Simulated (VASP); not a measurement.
Runs of VASP 6.6.1 on WC. The structure is cubic, space group Fm-3m (No. 225). The conventional cell has a = 4.385 Å, b = 4.385 Å, c = 4.385 Å, α = 90.00°, β = 90.00°, γ = 90.00°. Within 2.9 Å of W (site symmetry m-3m) lie 6 C at 2.19 Å. Within 2.9 Å of C (site symmetry m-3m) lie 6 W at 2.19 Å. 

```tsv
k mesh	gap on the mesh (eV)	pressure (GPa)
4 × 4 × 4	none	-15.3
7 × 7 × 7	none	-14.3
3 × 3 × 3	none	-7.2
5 × 5 × 5	none	(a)
```

Alike in all rows: task single point; level LDA; potentials or basis VASP PAW LDA potentials, release 64 (W_sv, C_h); no spin polarisation; cell as given; cutoff (eV) 1300; smearing methfessel-paxton 0.1 eV.

**Question.** Fill in the values left out.

**Answer.** (a) -14.5.

Caveats: some runs use coarse meshes; spin-orbit coupling is left out, which moves the levels of the heavy elements; the cell stands under tension (at least some runs).

A k mesh can miss the band edges, and the runs leave out spin-orbit coupling on W.

A gap of «none» marks levels without a gap at the run's occupations.
